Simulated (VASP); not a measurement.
SnSe, 2 atoms in the cell. The structure is cubic, space group Fm-3m (No. 225). The conventional cell has a = 5.685 Å, b = 5.685 Å, c = 5.685 Å, α = 90.00°, β = 90.00°, γ = 90.00°. Within 3.7 Å of Sn (site symmetry m-3m) lie 6 Se at 2.84 Å. Se (site symmetry m-3m) has 6 Sn at 2.84 Å within 3.7 Å.  This cell differs from its parent crystal: strain -5.3%.

* Program: VASP 6.6.1
* Task: single point
* Functional: HSE06
* Potentials or basis: VASP PAW PBE potentials, release 64 (Sn_d, Se)
* Cutoff: 520 eV
* k mesh: 6 × 6 × 6
* Occupations: fermi-dirac, width 0.02 eV
* Spin: no spin polarisation
* Dipole correction: no
* Grid for exact exchange (PRECFOCK): Normal
* Further INCAR settings: ALGO = Normal; EDIFF = 1e-07; NBANDS = 17
* Screening parameter: 0.2079 1/Å

Potentials or basis: VASP PAW PBE potentials, release 64 (Sn_d, Se).

Run with:

```sh
$ cat potpaw_PBE.64/Sn_d/POTCAR potpaw_PBE.64/Se/POTCAR > POTCAR
$ cp INCAR.step1 INCAR
$ mpirun -np 1 vasp_std > vasp.out
$ cp INCAR.step2 INCAR
$ mpirun -np 1 vasp_std > vasp.out
```

Hardware: 1 thread of AMD EPYC 9R45 96-Core Processor (Zen 5) (shared host).

How long does it take, and how much memory?

Run time: 56 min on 1 thread of AMD EPYC 9R45 96-Core Processor (Zen 5), with other jobs on the host, peak memory 0.27 GiB. Counts: k points 16.
